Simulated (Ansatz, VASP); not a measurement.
## C: VASP beside Ansatz

```
CELL_PARAMETERS angstrom
0.00000 1.78000 1.78000
1.78000 0.00000 1.78000
1.78000 1.78000 0.00000
ATOMIC_POSITIONS crystal
C 0.00000 0.00000 0.00000
C 0.25000 0.25000 0.25000
```

Alike in both runs: task single point; functional PBE; dispersion D3(BJ); k mesh 8 × 8 × 8; occupations gaussian, width 0.1 eV; no spin polarisation.

|  | VASP | Ansatz |
| --- | --- | --- |
| version | VASP 6.6.1 | Ansatz 0.2.0 |
| potentials or method | VASP PAW PBE potentials, release 64 (C), cutoff 600 eV | scalar-relativistic, plane waves, PAW |
| valence electrons in the cell | 8 | 8 |

```csv
,VASP,Ansatz,Ansatz less VASP
gap on the k mesh at the Fermi level (eV),4.15,4.15,+0.008
least direct gap on the mesh (eV),5.61,5.61,+0.002
pressure (GPa),-1.1,-1.1,0.00
```
